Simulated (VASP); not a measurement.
# CdH2 (P4/mmm) in VASP: single point with PBE

Aim: the single point of CdH2 with PBE.

Program: VASP 6.6.1. These are calculated values, not measurements. Logs are shortened: lines on timing, memory, paths and dates and some standing lists are left out, and cuts for length are marked.

## 1. The cell of the first run

It takes space group P4/mmm (No. 123, tetragonal). The conventional cell has a = 3.163 Å, b = 3.163 Å, c = 3.708 Å, α = 90.00°, β = 90.00°, γ = 90.00°. Within 2.5 Å of Cd (site symmetry 4/mmm) lie 6 H at 1.85 to 2.24 Å. Within 3.0 Å of H (site symmetry 4/mmm) lie 4 Cd at 2.24 Å and 8 H at 2.91 Å. Within 2.5 Å of H (site symmetry 4/mmm) lie 2 Cd at 1.85 Å.

The cell was built from a structure type or drawn by symmetry, and may not be a known phase.

## 2. Single point, PBE

INCAR

```
ALGO = Normal ; EDIFF = 1E-6
ENCUT = 540 ; GGA = PE
GGA_COMPAT = F ; ISIF = 2
ISMEAR = 0 ; LASPH = T
LCHARG = T ; LELF = T
LREAL = F ; LVHAR = T
LWAVE = F ; NBANDS = 18
NELM = 120 ; PREC = Accurate
SIGMA = 0.1
```

KPOINTS

```
k-points
0
Gamma
  14 14 12
```

POSCAR

```
CdH2
1.0
    3.1633594439      0.0000000000      0.0000000000
    0.0000000000      3.1633594439      0.0000000000
    0.0000000000      0.0000000000      3.7080338144
Cd H
1 2
Direct
    0.0000000000      0.0000000000      0.5000000000
    0.5000000000      0.5000000000      0.5000000000
    0.0000000000      0.0000000000      0.0000000000
```

Potentials or basis: VASP PAW PBE potentials, release 64 (Cd_sv_GW, H).

Started as:

```
$ cat potpaw_PBE.64/Cd_sv_GW/POTCAR potpaw_PBE.64/H/POTCAR > POTCAR
$ mpirun -np 1 vasp_std > vasp.out
```

OUTCAR:

```text
EDIFF = 1E-6
   ENCUT = 540
   GGA = PE
   ISIF = 2
   ISMEAR = 0
   LASPH = T
   LREAL = F
   NELM = 120
   PREC = Accurate

 ion  position               nearest neighbor table
   1  0.000  0.000  0.500-
   2  0.500  0.500  0.500-
   3  0.000  0.000  0.000-

  LATTYP: Found a simple tetragonal cell.
 ALAT       =     3.1633594439
 C/A-ratio  =     1.1721822576

  Lattice vectors:

 A1 = (   3.1633594439,   0.0000000000,   0.0000000000)
 A2 = (   0.0000000000,   3.1633594439,   0.0000000000)
 A3 = (   0.0000000000,   0.0000000000,   3.7080338144)

Analysis of symmetry for initial positions (statically):
=====================================================================
 Subroutine PRICEL returns:
 Original cell was already a primitive cell.

 Routine SETGRP: Setting up the symmetry group for a
 simple tetragonal supercell.

 Subroutine GETGRP returns: Found 16 space group operations
 (whereof 16 operations were pure point group operations)
 out of a pool of 16 trial point group operations.

The static configuration has the point symmetry D_4h.

Analysis of symmetry for dynamics (positions and initial velocities):
=====================================================================
 Subroutine PRICEL returns:
 Original cell was already a primitive cell.

 Routine SETGRP: Setting up the symmetry group for a
 simple tetragonal supercell.

 Subroutine GETGRP returns: Found 16 space group operations
 (whereof 16 operations were pure point group operations)
 out of a pool of 16 trial point group operations.

The dynamic configuration has the point symmetry D_4h.

 Subroutine INISYM returns: Found 16 space group operations
 (whereof 16 operations are pure point group operations),
 and found     1 'primitive' translations

----------------------------------------------------------------------------------------

                                     Primitive cell

  volume of cell :      37.1057

  direct lattice vectors                    reciprocal lattice vectors
     3.163359444  0.000000000  0.000000000     0.316119625  0.000000000  0.000000000
     0.000000000  3.163359444  0.000000000     0.000000000  0.316119625  0.000000000
     0.000000000  0.000000000  3.708033814     0.000000000  0.000000000  0.269684704

  length of vectors
[... 82 lines left out ...]
   ENCUT  =  540.0 eV  39.69 Ry    6.30 a.u.   5.99  5.99  7.03*2*pi/ulx,y,z
   NELM   =    120;   NELMIN=  2; NELMDL= -5     # of ELM steps
   EDIFF  = 0.1E-05   stopping-criterion for ELM
   LREAL  =      F    real-space projection
   EDIFFG = 0.1E-04   stopping-criterion for IOM
   NSW    =      0    number of steps for IOM
   IBRION =     -1    ionic relax: 0-MD 1-quasi-New 2-CG
   NFREE  =      0    steps in history (QN), initial steepest desc. (CG)
   ISIF   =      2    stress and relaxation
   ISYM   =      2    0-nonsym 1-usesym 2-fastsym
   POTIM  = 0.5000    time-step for ionic-motion
   TEBEG  =    0.0;   TEEND  =   0.0 temperature during run
   PSTRESS=    0.0 pullay stress
   NELECT =      22.0000    total number of electrons
   NUPDOWN=      -1.0000    fix difference up-down
   EMIN   =  10.00;   EMAX   =-10.00  energy-range for DOS
   EFERMI =   0.00;   METHOD = LEGACY
   ISMEAR =     0;   SIGMA  =   0.10  broadening in eV -4-tet -1-fermi 0-gaus
   EFERMI_NEDOS =   21; number of points for ismear=-14 and -15
   IALGO  =     38    algorithm
   IMIX   =      4    mixing-type and parameters
     AMIX     =   0.40;   BMIX     =  1.00
     AMIX_MAG =   1.60;   BMIX_MAG =  1.00
  volume/ion in A,a.u.               =      12.37        83.47
  Fermi-wavevector in a.u.,A,eV,Ry     =   1.375315  2.598968 25.735297  1.891491
  Thomas-Fermi vector in A             =   2.500662
   LORBIT       =      0    0 simple, 1 ext, 2 COOP (PROOUT), +10 PAW based schemes
   GGA     = PE    functional components
   LHFCALC =     F    Hartree Fock is set to
   AEXX    =    0.0000 exact exchange contribution
   IVDW    =     0    specifies the selected vdW correction
   LEPSILON=     F    determine dielectric tensor
   LRPA    =     F    only Hartree local field effects (RPA)
 non-spin polarized calculation
 Gauss-broadening in eV      SIGMA  =   0.10
  energy-cutoff  :      540.00
  volume of cell :       37.11
 maximum number of plane-waves:      1078
 NGX is ok and might be reduce to    24
   NGX = 11   NGY = 11   NGZ = 15

 number of electron      22.0000030 magnetization

 Free energy of the ion-electron system (eV)
  ---------------------------------------------------
  ext. energy  EPLUGINS =         0.00000000
  ---------------------------------------------------
  free energy    TOTEN  =        -6.48896153 eV

  energy without entropy =       -6.48823701  energy(sigma->0) =       -6.48859927

 E-fermi :   2.5289     XC(G=0):  -9.3880

 val. band max:        2.4532909270   @ k =   0.4286   0.0714   0.4167
 cond. band min:       2.6182396560   @ k =   0.5000   0.2143   0.4167
 fundamental gap:      0.1649487289
 Fermi energy:         2.5288913510

 k-point     1 :       0.0000    0.0000    0.0000
  band No.  band energies     occupation
      1    -100.0856      2.00000
      2     -61.1475      2.00000
      3     -61.1475      2.00000
      4     -61.1103      2.00000
      5      -7.1416      2.00000
      6      -6.5369      2.00000
[... 481 lines left out ...]
      5      -6.9203      2.00000
      6      -6.3091      2.00000
[... 10 lines left out ...]
     17      15.4607      0.00000
     18      17.9748      0.00000

 [... further k-points ...]

------------------------ aborting loop because EDIFF is reached ----------------------------------------

  FORCE on cell =-STRESS in cart. coord.  units (eV):
  Direction    XX          YY          ZZ          XY          YZ          ZX
  --------------------------------------------------------------------------------------
  -------------------------------------------------------------------------------------
  Total       -0.3242252     -0.3242252     -0.3114205      0.0000000      0.0000000      0.0000000
  in kB      -13.9996305    -13.9996305    -13.4467409      0.0000000      0.0000000      0.0000000
  external PRESSURE =     -13.8153339 kB  Pullay stress =       0.0000000 kB

 VOLUME and BASIS-vectors are now :
 -----------------------------------------------------------------------------
  energy-cutoff  :      540.00
  volume of cell :       37.11
      direct lattice vectors                 reciprocal lattice vectors
     3.163359444  0.000000000  0.000000000     0.316119625  0.000000000  0.000000000
     0.000000000  3.163359444  0.000000000     0.000000000  0.316119625  0.000000000
     0.000000000  0.000000000  3.708033814     0.000000000  0.000000000  0.269684704

 POSITION                                       TOTAL-FORCE (eV/Angst)
 -----------------------------------------------------------------------------------
      0.00000      0.00000      1.85402         0.000000      0.000000      0.000000
      1.58168      1.58168      1.85402         0.000000      0.000000      0.000000
      0.00000      0.00000      0.00000         0.000000      0.000000      0.000000
 -----------------------------------------------------------------------------------
    total drift:                                0.000000      0.000000      0.000000

  FREE ENERGIE OF THE ION-ELECTRON SYSTEM (eV)
  ---------------------------------------------------
  free  energy   TOTEN  =        -6.4889615347 eV

  energy  without entropy=       -6.4882370128  energy(sigma->0) =       -6.48859927
```

stdout:

```text
POSCAR found type information on POSCAR CdH
 POSCAR found :  2 types and       3 ions
 scaLAPACK will be used
 LDA part: xc-table for (Slater+PW92), standard interpolation
 POSCAR, INCAR and KPOINTS ok, starting setup
 FFT: planning ... GRIDC
 FFT: planning ... GRID_SOFT
 FFT: planning ... GRID
 WAVECAR not read
 entering main loop
```

It took 55 s on 1 thread of AMD EPYC 9R45 (Zen 5), shared host; peak memory 0.29 GiB.

What came out:

```
Free energy            : -6.4890 eV
Pressure               : -1.4 GPa
Band gap on the k mesh : zero (bands 11 and 12 overlap by 1.93 eV)
```

Levels at points of the mesh, in eV from the Fermi level:
```csv
k point,band 7,band 8,band 9,band 10,band 11,band 12,band 13,band 14,band 15,band 16
"(0.00, 0.00, 0.00)",-8.57,-8.23,-8.23,-8.17,1.12,4.51,8.21,8.21,9.34,11.74
"(0.50, 0.00, 0.00)",-8.56,-8.48,-8.20,-4.66,-4.34,6.09,6.37,7.46,11.19,11.58
"(0.50, 0.50, 0.00)",-8.50,-8.50,-7.90,-2.17,-0.58,1.21,1.21,10.05,10.20,12.37
"(0.00, 0.00, 0.50)",-8.31,-8.31,-8.17,-6.06,-4.99,6.32,7.39,9.82,9.82,13.67
"(0.50, 0.00, 0.50)",-8.47,-8.28,-8.19,-4.06,-3.71,-0.81,4.46,9.58,11.59,14.06
"(0.50, 0.50, 0.50)",-8.64,-8.26,-7.90,-2.72,-0.25,2.63,2.63,3.33,7.55,7.69
```
